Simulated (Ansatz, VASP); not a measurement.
**Two plane-wave programs on ZrC**

```
Zr C
1.0
     3.18205    0.00000    0.00000
     0.00000    3.18205    0.00000
     0.00000    0.00000    4.03004
Zr C
1 1
Direct
  0.50000 0.50000 0.00000
  0.00000 0.00000 0.00000
```

Alike in both runs: functional PBE; k mesh 6 × 6 × 6; occupations gaussian, width 0.1 eV; no spin polarisation.

Ansatz relaxed the structure, and its values are those at the end. VASP's run is a single point on that final structure, the one shown.

```csv
,VASP,Ansatz
version,VASP 6.6.1,Ansatz 0.2.0
potentials or method,"VASP PAW PBE potentials, release 64 (Zr_sv, C), cutoff 520 eV","scalar-relativistic, plane waves, PAW"
valence electrons in the cell,16,16
```

Ansatz gave:

- gap on the k mesh at the Fermi level (eV): none
- pressure (GPa): 0.2

Question: Estimate VASP's values.

Answer: gap on the k mesh at the Fermi level (eV): none; pressure (GPa): 0.3.

A gap of «none» marks a metal or a gap that the smearing closes.
